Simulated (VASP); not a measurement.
The system is BaTiO3.

```
Ba Ti O
1.0
     4.05872    0.00000    0.00000
     0.00000    4.05872    0.00000
     0.00000    0.00000    4.05872
Ba Ti O
1 1 3
Direct
  0.50000 0.50000 0.50000
  0.00000 0.00000 0.00000
  0.00000 0.00000 0.50000
  0.00000 0.50000 0.00000
  0.50000 0.00000 0.00000
```

Base run:

* Program: VASP 6.6.1
* Functional: PBEsol
* Potentials or basis: VASP PAW PBE potentials, release 64 (Ba_sv, Ti_sv, O)
* Cutoff: 520 eV
* k mesh: 7 × 7 × 7
* Occupations: fermi-dirac, width 0.05 eV
* Spin: no spin polarisation

Its results: band gap on the k mesh 1.68 eV (least direct gap 1.80 eV); pressure -8.8 GPa.

The run is repeated on the same cell with these changes: functional from PBEsol to LDA; potentials or basis from VASP PAW PBE potentials, release 64 (Ba_sv, Ti_sv, O) to VASP PAW LDA potentials, release 64 (Ba_sv, Ti_sv, O). What comes out?

Band gap on the k mesh 1.64 eV (least direct gap 1.76 eV); pressure -13.0 GPa.

Caveats: the cell stands under tension; spin-orbit coupling is left out, which moves the levels of the heavy elements; an odd mesh through Γ misses points on the zone boundary, where band edges can lie; the PAW data sets were made with another functional, which shifts forces and pressure a little (at least some runs).
